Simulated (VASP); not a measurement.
Wanted: the native input for a VASP 6.6.1 run.

```yaml
Task: relaxation of cell and atoms
Functional: r2SCAN
Potentials_or_basis: VASP PAW PBE potentials, release 64 (B)
Cutoff: 600 eV
k_mesh: 21 × 21 × 28
Occupations: gaussian, width 0.1 eV
Spin: no spin polarisation
Dipole_correction: no
Further_INCAR_settings: ALGO = Normal; EDIFF = 1e-06; IBRION = 2; EDIFFG = -0.01; NSW = 100; ISIF = 3
```

Crystal: B.

```xyz
2
Lattice="3.0061 0.0000 0.0000 -1.5030 2.6034 0.0000 0.0000 0.0000 1.9348" Properties=species:S:1:pos:R:3 pbc="T T T"
B     0.0000    1.7356    0.0000
B     1.5030    0.8678    0.0000
```

This isn't the form of B at room conditions, which is rhombohedral.

The input as run:

POSCAR

```
B
1.0
    3.0060898403      0.0000000000      0.0000000000
   -1.5030449202      2.6033501678      0.0000000000
    0.0000000000      0.0000000000      1.9348398226
B
2
Direct
    0.3333333333      0.6666666667      0.0000000000
    0.6666666667      0.3333333333      0.0000000000
```

INCAR.step1

```
SYSTEM = B
  ALGO = Normal
  EDIFF = 1E-4
  ENCUT = 600
  GGA = PE
  ISMEAR = 0
  LASPH = .TRUE.
  LCHARG = .FALSE.
  LREAL = .FALSE.
  LWAVE = .TRUE.
  NELM = 80
  PREC = Accurate
  SIGMA = 0.1
```

INCAR.step2

```
SYSTEM = B
  ALGO = Normal
  EDIFF = 1E-6
  EDIFFG = -0.01
  ENCUT = 600
  IBRION = 2
  ISIF = 3
  ISMEAR = 0
  ISTART = 1
  LASPH = .TRUE.
  LCHARG = .FALSE.
  LMIXTAU = .TRUE.
  LREAL = .FALSE.
  LWAVE = .FALSE.
  METAGGA = R2SCAN
  NELM = 80
  NSW = 100
  PREC = Accurate
  SIGMA = 0.1
```

KPOINTS

```
k-points
0
G
  21 21 28
  0 0 0
```

Potentials or basis: VASP PAW PBE potentials, release 64 (B).

Run with:

```console
$ cat potpaw_PBE.64/B/POTCAR > POTCAR
$ cp INCAR.step1 INCAR
$ mpirun -np 1 vasp_std > vasp.out
$ cp INCAR.step2 INCAR
$ mpirun -np 1 vasp_std > vasp.out
```

Results of the run:

```json
{
 "Relaxed volume": "7.61 Å³/atom",
 "Relaxed cell": "a = 3.004 Å, b = 3.004 Å, c = 1.948 Å, α = 90.00°, β = 90.00°, γ = 120.00°",
 "Space group after relaxing (to 0.1 Å)": "P6/mmm (No. 191)",
 "Energy gained by relaxing": "0.2 meV/atom",
 "Ionic steps": "5",
 "Pressure after relaxing": "0.0 GPa",
 "Band gap on the k mesh": "zero (bands 3 and 4 overlap by 5.49 eV)"
}
```

Caveat: the PAW data sets were made with another functional, which shifts forces and pressure a little.

Run time: 5.8 min on 1 thread of Intel(R) Xeon(R) Platinum 8559C (Emerald Rapids), on a shared host, peak memory 0.19 GiB.
